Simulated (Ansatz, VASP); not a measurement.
Two plane-wave programs on MgZn2TeS2

```xyz
6
Lattice="4.7457 0.0000 0.0000 0.0000 5.5358 0.0000 0.0000 0.0000 5.5010" Properties=species:S:1:pos:R:3 pbc="T T T"
Mg    2.3729    2.7679    2.7505
Zn    0.0000    4.0512    0.0000
Zn    0.0000    1.4846    0.0000
Te    2.3729    0.0000    2.7505
S     0.0000    2.7679    2.7505
S     2.3729    0.0000    0.0000
```

Change from the starting cell: species swapped into the LiCa2NiN2 type (Pmmm, No. 47).

Alike in both runs: functional PBE; k mesh 4 × 4 × 4; occupations gaussian, width 0.1 eV; no spin polarisation.

Ansatz relaxed the structure, and its values are those at the end. VASP's run is a single point on that final structure, the one shown.

|  | VASP | Ansatz |
| --- | --- | --- |
| version | VASP 6.6.1 | Ansatz 0.2.0 |
| potentials or method | VASP PAW PBE potentials, release 64 (Mg, Zn, Te, S), cutoff 520 eV | scalar-relativistic, plane waves, PAW |
| valence electrons in the cell | 44 | 62 |

|  | VASP | Ansatz | Ansatz less VASP |
| --- | --- | --- | --- |
| gap on the k mesh at the Fermi level (eV) | none | none | - |
| pressure (GPa) | 0.0 | 0.0 | +0.01 |
| rms of the force components (eV/Å) | 0.007 | 0.005 | -0.0017 |

A gap of «none» marks a metal or a gap that the smearing closes. With one functional, cell and mesh, what is left measures potentials, basis and numerics. VASP's potentials hold 44 valence electrons a cell and Ansatz's 62, so a difference there can come from the potentials and not from the codes.

Spin-orbit coupling is off throughout.
